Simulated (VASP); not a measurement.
A run of VASP 6.6.1 is set up as follows.

INCAR

```
SYSTEM = MgF2
PREC = Accurate
ENCUT = 600
EDIFF = 1E-6
ISMEAR = -1
SIGMA = 0.02
LREAL = .False.
LASPH = .True.
NELM = 120
ALGO = Normal
ISIF = 2
LWAVE = .False.
LCHARG = .True.
GGA = CA
LELF = .True.
LVHAR = .True.
NBANDS = 25
GGA_COMPAT = .False.
```

File KPOINTS:

```
regular mesh
0
Gamma
  5 5 7
  0 0 0
```

POSCAR

```
MgF2
1.0
    4.6366532689      0.0000000000      0.0000000000
    0.0000000000      4.6366532689      0.0000000000
    0.0000000000      0.0000000000      3.0259196749
Mg F
2 4
Direct
    0.0000000000      0.0000000000      0.0000000000
    0.5000000000      0.5000000000      0.5000000000
    0.3028000000      0.3028000000      0.0000000000
    0.1972000000      0.8028000000      0.5000000000
    0.6972000000      0.6972000000      0.0000000000
    0.8028000000      0.1972000000      0.5000000000
```

Potentials or basis: VASP PAW LDA potentials, release 64 (Mg, F).

Command:

```sh
$ cat potpaw_LDA.64/Mg/POTCAR potpaw_LDA.64/F/POTCAR > POTCAR
$ mpirun -np 1 vasp_std > vasp.out
```

(1) Predict the band gap on the k mesh.

(2) Estimate the largest force.

(3) Predict the pressure.

Answers

(1) 6.79 eV, direct.

(2) 0.037 eV/Å.

(3) -6.0 GPa.
